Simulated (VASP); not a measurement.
# Mg (Im-3m) in VASP: single point with r2SCAN+D3(BJ)

Aim: the single point of Mg with r2SCAN+D3(BJ).

All numbers are computed with VASP 6.6.1; they aren't measurements. Logs are shortened: lines on timing, memory, paths and dates and some standing lists are left out, and cuts for length are marked.

### 1 The cell of the first run

Symmetry: Im-3m, No. 229, cubic system. The conventional cell has a = 2.953 Å, b = 2.953 Å, c = 2.953 Å, α = 90.00°, β = 90.00°, γ = 90.00°. Within 3.4 Å of Mg (site symmetry m-3m) lie 14 Mg at 2.56 to 2.95 Å.

### 2 Single point, r2SCAN+D3(BJ)

Contents of POSCAR:

```
Mg
1.0
   -1.4765000000      1.4765000000      1.4765000000
    1.4765000000     -1.4765000000      1.4765000000
    1.4765000000      1.4765000000     -1.4765000000
Mg
1
Direct
    0.0000000000      0.0000000000      0.0000000000
```

Contents of INCAR.step1:

```
SYSTEM = Mg
PREC = Accurate
ENCUT = 520
ISMEAR = 1
SIGMA = 0.01
LREAL = .FALSE.
LASPH = .TRUE.
NELM = 100
NBANDS = 7
GGA = PE
ALGO = Normal
EDIFF = 1E-4
LWAVE = .TRUE.
LCHARG = .FALSE.
```

Contents of INCAR.step2:

```
SYSTEM = Mg
PREC = Accurate
ENCUT = 520
EDIFF = 1E-6
ISMEAR = 1
SIGMA = 0.01
LREAL = .FALSE.
LASPH = .TRUE.
NELM = 100
ALGO = Normal
ISIF = 2
LWAVE = .FALSE.
LCHARG = .TRUE.
METAGGA = R2SCAN
LMIXTAU = .TRUE.
IVDW = 12
VDW_S6 = 1.0
VDW_S8 = 0.78981345
VDW_A1 = 0.49484001
VDW_A2 = 5.73083694
LELF = .TRUE.
LVHAR = .TRUE.
NBANDS = 7
ISTART = 1
```

Contents of KPOINTS:

```
Automatic mesh
0
G
  6 6 6
  0 0 0
```

Potentials or basis: VASP PAW PBE potentials, release 64 (Mg).

Command:

```
$ cat potpaw_PBE.64/Mg/POTCAR > POTCAR
$ cp INCAR.step1 INCAR
$ mpirun -np 1 vasp_std > vasp.out
$ cp INCAR.step2 INCAR
$ mpirun -np 1 vasp_std > vasp.out
```

OUTCAR:

```text
SYSTEM = Mg
   PREC = Accurate
   ENCUT = 520
   EDIFF = 1E-6
   ISMEAR = 1
   LREAL = .FALSE.
   LASPH = .TRUE.
   NELM = 100
   ISIF = 2
   METAGGA = R2SCAN
   IVDW = 12
   ISTART = 1
 IVDW          = 12

 ion  position               nearest neighbor table
   1  0.000  0.000  0.000-

  LATTYP: Found a body centered cubic cell.
 ALAT       =     2.9530000000

  Lattice vectors:

 A1 = (  -1.4765000000,   1.4765000000,   1.4765000000)
 A2 = (   1.4765000000,  -1.4765000000,   1.4765000000)
 A3 = (   1.4765000000,   1.4765000000,  -1.4765000000)

Analysis of symmetry for initial positions (statically):
=====================================================================
 Subroutine PRICEL returns:
 Original cell was already a primitive cell.

 Routine SETGRP: Setting up the symmetry group for a
 body centered cubic supercell.

 Subroutine GETGRP returns: Found 48 space group operations
 (whereof 48 operations were pure point group operations)
 out of a pool of 48 trial point group operations.

The static configuration has the point symmetry O_h .

Analysis of symmetry for dynamics (positions and initial velocities):
=====================================================================
 Subroutine PRICEL returns:
 Original cell was already a primitive cell.

 Routine SETGRP: Setting up the symmetry group for a
 body centered cubic supercell.

 Subroutine GETGRP returns: Found 48 space group operations
 (whereof 48 operations were pure point group operations)
 out of a pool of 48 trial point group operations.

The dynamic configuration has the point symmetry O_h .

 Subroutine INISYM returns: Found 48 space group operations
 (whereof 48 operations are pure point group operations),
 and found     1 'primitive' translations

----------------------------------------------------------------------------------------

                                     Primitive cell

  volume of cell :      12.8754

  direct lattice vectors                    reciprocal lattice vectors
    -1.476500000  1.476500000  1.476500000     0.000000000  0.338638673  0.338638673
     1.476500000 -1.476500000  1.476500000     0.338638673  0.000000000  0.338638673
     1.476500000  1.476500000 -1.476500000     0.338638673  0.338638673  0.000000000

  length of vectors
     2.557373017  2.557373017  2.557373017     0.478907403  0.478907403  0.478907403

  position of ions in fractional coordinates (direct lattice)
     0.000000000  0.000000000  0.000000000

  ion indices of the primitive-cell ions
   primitive index   ion index
                 1           1

----------------------------------------------------------------------------------------

 KPOINTS: Automatic mesh

Automatic generation of k-mesh.
 Grid dimensions read from file:
 generate k-points for:    6    6    6

 Generating k-lattice:

  Cartesian coordinates                     Fractional coordinates (reciprocal lattice)
     0.000000000  0.056439779  0.056439779     0.166666667  0.000000000  0.000000000
     0.056439779  0.000000000  0.056439779     0.000000000  0.166666667  0.000000000
     0.056439779  0.056439779  0.000000000     0.000000000  0.000000000  0.166666667

  Length of vectors
     0.079817901  0.079817901  0.079817901

  Shift w.r.t. Gamma in fractional coordinates (k-lattice)
     0.000000000  0.000000000  0.000000000

 Subroutine IBZKPT returns following result:
 ===========================================

 Found     16 irreducible k-points:

 Following reciprocal coordinates:
            Coordinates               Weight
  0.000000  0.000000  0.000000      1.000000
  0.166667  0.000000  0.000000     12.000000
  0.333333  0.000000  0.000000     12.000000
  0.500000  0.000000  0.000000      6.000000
  0.166667  0.166667  0.000000     24.000000
  0.333333  0.166667 -0.000000     48.000000
[... 8 lines left out ...]
  0.500000  0.500000  0.333333     12.000000
  0.500000  0.500000  0.500000      1.000000
   k-points           NKPTS =     16   k-points in BZ     NKDIM =     16   number of bands    NBANDS=      7
   number of dos      NEDOS =    301   number of ions     NIONS =      1
   total plane-waves  NPLWV =   8000
   dimension x,y,z NGX =    20 NGY =   20 NGZ =   20
   dimension x,y,z NGXF=    40 NGYF=   40 NGZF=   40
   ions per type =               1
   NGX,Y,Z   is equivalent  to a cutoff of  13.00, 13.00, 13.00 a.u.
   NGXF,Y,Z  is equivalent  to a cutoff of  26.00, 26.00, 26.00 a.u.
 SYSTEM =  Mg
   PREC   = accura    normal or accurate (medium, high low for compatibility)
   ISTART =      1    job   : 0-new  1-cont  2-samecut
   ICHARG =      0    charge: 1-file 2-atom 10-const
   ISPIN  =      1    spin polarized calculation?
   LNONCOLLINEAR =      F non collinear calculations
   LSORBIT =      F    spin-orbit coupling
   LASPH  =      T    aspherical Exc in radial PAW
   ENCUT  =  520.0 eV  38.22 Ry    6.18 a.u.   4.76  4.76  4.76*2*pi/ulx,y,z
   NELM   =    100;   NELMIN=  2; NELMDL=  0     # of ELM steps
   EDIFF  = 0.1E-05   stopping-criterion for ELM
   LREAL  =      F    real-space projection
   EDIFFG = 0.1E-04   stopping-criterion for IOM
   NSW    =      0    number of steps for IOM
   IBRION =     -1    ionic relax: 0-MD 1-quasi-New 2-CG
   NFREE  =      0    steps in history (QN), initial steepest desc. (CG)
   ISIF   =      2    stress and relaxation
   ISYM   =      2    0-nonsym 1-usesym 2-fastsym
   POTIM  = 0.5000    time-step for ionic-motion
   TEBEG  =    0.0;   TEEND  =   0.0 temperature during run
   PSTRESS=    0.0 pullay stress
   NELECT =       2.0000    total number of electrons
   NUPDOWN=      -1.0000    fix difference up-down
   EMIN   =  10.00;   EMAX   =-10.00  energy-range for DOS
   EFERMI =   0.00;   METHOD = LEGACY
   ISMEAR =     1;   SIGMA  =   0.01  broadening in eV -4-tet -1-fermi 0-gaus
   EFERMI_NEDOS =   21; number of points for ismear=-14 and -15
   IALGO  =     38    algorithm
   IMIX   =      4    mixing-type and parameters
     AMIX     =   0.40;   BMIX     =  1.00
     AMIX_MAG =   1.60;   BMIX_MAG =  1.00
  volume/ion in A,a.u.               =      12.88        86.89
  Fermi-wavevector in a.u.,A,eV,Ry     =   0.880031  1.663018 10.537098  0.774455
  Thomas-Fermi vector in A             =   2.000336
   LORBIT       =      0    0 simple, 1 ext, 2 COOP (PROOUT), +10 PAW based schemes
   METAGGA = R2SCAN    functional components
   LHFCALC =     F    Hartree Fock is set to
   AEXX    =    0.0000 exact exchange contribution
   IVDW    =    12    specifies the selected vdW correction
   LEPSILON=     F    determine dielectric tensor
   LRPA    =     F    only Hartree local field effects (RPA)
 non-spin polarized calculation
 Methfessel and Paxton  Order N= 1 SIGMA  =   0.01
  energy-cutoff  :      520.00
  volume of cell :       12.88
 maximum number of plane-waves:       370
   NGX =  9   NGY =  9   NGZ =  9

 number of electron       2.0000000 magnetization

 Free energy of the ion-electron system (eV)
  ---------------------------------------------------
  ext. energy  EPLUGINS =         0.00000000
  ---------------------------------------------------
  free energy    TOTEN  =        -2.90874440 eV

  energy without entropy =       -2.90872446  energy(sigma->0) =       -2.90873775

 E-fermi :   6.5393     XC(G=0): -11.1522

 val. band max:        6.5328255931   @ k =   0.3333   0.3333   0.0000
 cond. band min:       6.5639863381   @ k =   0.5000   0.5000   0.1667
 fundamental gap:      0.0311607451
 Fermi energy:         6.5392550363

 k-point     1 :       0.0000    0.0000    0.0000
  band No.  band energies     occupation
      1      -3.8030      2.00000
      2      25.0910      0.00000
      3      25.0910      0.00000
      4      25.0910      0.00000
      5      27.9541      0.00000
      6      27.9541      0.00000
      7      29.5753      0.00000

 k-point     2 :       0.1667    0.0000    0.0000
  band No.  band energies     occupation
      1      -2.7925      2.00000
      2      18.6130      0.00000
      3      21.8708      0.00000
      4      24.2093      0.00000
      5      24.9091      0.00000
      6      26.5902      0.00000
      7      32.4163      0.00000

 k-point     3 :       0.3333    0.0000    0.0000
  band No.  band energies     occupation
      1       0.1294      2.00000
      2      11.0671      0.00000
      3      19.0163      0.00000
      4      22.7117      0.00000
      5      23.0718      0.00000
      6      25.8964      0.00000
      7      33.7799      0.00000

 k-point     4 :       0.5000    0.0000    0.0000
  band No.  band energies     occupation
      1       4.0254      2.00000
      2       5.6702      2.00000
      3      18.0399      0.00000
      4      21.9982      0.00000
      5      22.6545      0.00000
      6      25.2655      0.00000
      7      34.5776      0.00000

 k-point     5 :       0.1667    0.1667    0.0000
  band No.  band energies     occupation
      1      -0.8267      2.00000
      2      14.3421      0.00000
      3      16.4008      0.00000
      4      22.4678      0.00000
      5      25.2063      0.00000
      6      28.4927      0.00000
      7      32.4867      0.00000
[... 81 lines left out ...]
 k-point    14 :      -0.3333    0.3333    0.3333
  band No.  band energies     occupation
      1       3.7766      2.00000
      2      12.6233      0.00000
      3      14.5367      0.00000
      4      14.5367      0.00000
      5      19.4870      0.00000
      6      28.6079      0.00000
      7      32.9580      0.00000

 k-point    15 :       0.5000    0.5000    0.3333
  band No.  band energies     occupation
      1       7.3401      0.00000
      2       8.8289      0.00000
      3      13.8088      0.00000
      4      14.6979      0.00000
      5      18.2770      0.00000
      6      26.0246      0.00000
      7      33.8500      0.00000

 k-point    16 :       0.5000    0.5000    0.5000
  band No.  band energies     occupation
      1      10.6047      0.00000
      2      10.6047      0.00000
      3      13.1060      0.00000
      4      13.1060      0.00000
      5      13.1060      0.00000
      6      23.6612      0.00000
      7      41.0211      0.00000

------------------------ aborting loop because EDIFF is reached ----------------------------------------

 Edisp (eV)   -0.24203

 E8    (eV) :    -0.0838

  FORCE on cell =-STRESS in cart. coord.  units (eV):
  Direction    XX          YY          ZZ          XY          YZ          ZX
  --------------------------------------------------------------------------------------
  -------------------------------------------------------------------------------------
  Total       4.82765     4.82765     4.82765     0.00000     0.00000    -0.00000
  in kB     600.73981   600.73981   600.73981     0.00000     0.00000    -0.00000
  external pressure =      600.74 kB  Pullay stress =        0.00 kB

 VOLUME and BASIS-vectors are now :
 -----------------------------------------------------------------------------
  energy-cutoff  :      520.00
  volume of cell :       12.88
      direct lattice vectors                 reciprocal lattice vectors
    -1.476500000  1.476500000  1.476500000     0.000000000  0.338638673  0.338638673
     1.476500000 -1.476500000  1.476500000     0.338638673  0.000000000  0.338638673
     1.476500000  1.476500000 -1.476500000     0.338638673  0.338638673  0.000000000

 POSITION                                       TOTAL-FORCE (eV/Angst)
 -----------------------------------------------------------------------------------
      0.00000      0.00000      0.00000         0.000000     -0.000000      0.000000
 -----------------------------------------------------------------------------------
    total drift:                                0.000000      0.000000     -0.000000

  FREE ENERGIE OF THE ION-ELECTRON SYSTEM (eV)
  ---------------------------------------------------
  free  energy   TOTEN  =        -3.1507734884 eV

  energy  without entropy=       -3.1507535463  energy(sigma->0) =       -3.15076684
```

Wall time 11 s (1 thread of Intel Xeon 8259CL, shared host); peak memory 0.13 GiB.

Results:

```
Free energy                : -3.1508 eV
Pressure                   : 60.1 GPa
Band gap on the k mesh     : zero (band 1 reaches 10.60 eV, above the bottom of band 2 at 5.67 eV)
Dispersion energy per atom : -0.242 eV
```

Levels at points of the mesh, in eV from the Fermi level:
```tsv
k point	band 1	band 2	band 3	band 4
(0.00, 0.00, 0.00)	-10.34	18.55	18.55	18.55
(0.50, 0.00, 0.00)	-2.51	-0.87	11.50	15.46
(0.50, 0.50, 0.50)	4.07	4.07	6.57	6.57
```

Caveat: the k points lie up to 0.50 Å⁻¹ apart; three body term missing; the PAW data sets were made with another functional, which shifts forces and pressure a little; pairwise dispersion overbinds metals, which lowers pressure and volume.
